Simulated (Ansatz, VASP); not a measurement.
**ZnSe in VASP and in Ansatz**

```
Zn Se
1.0
     2.87296    2.87296    0.00000
    -2.87296    2.87296    0.00000
     0.00000    0.00000    5.74591
Zn Se
2 2
Direct
  0.00000 0.00000 0.00000
  0.50000 0.50000 0.50000
  0.50000 0.00000 0.25000
  0.00000 0.50000 0.75000
```

Change from the starting cell: equal strain along all axes, cell held, atoms relaxed: +2.0 %.

Alike in both runs: task single point; functional PBEsol; k mesh 8 × 8 × 6; occupations gaussian, width 0.02 eV; no spin polarisation.

```csv
,VASP,Ansatz
version,VASP 6.6.1,Ansatz 0.2.0
potentials or method,"VASP PAW PBE potentials, release 64 (Zn, Se), cutoff 520 eV","scalar-relativistic, plane waves, PAW"
valence electrons in the cell,36,56
```

```tsv
	VASP	Ansatz	Ansatz less VASP
gap on the k mesh at the Fermi level (eV)	1.01	1.01	-0.002
least direct gap on the mesh (eV)	1.01	1.01	-0.002
pressure (GPa)	-3.1	-3.4	-0.23
```

VASP's potentials were made for PBE, not for PBEsol. The functional is the same, so the differences come from potentials, cutoffs and numerics. VASP's potentials hold 36 valence electrons a cell and Ansatz's 56, so a difference there can come from the potentials and not from the codes.
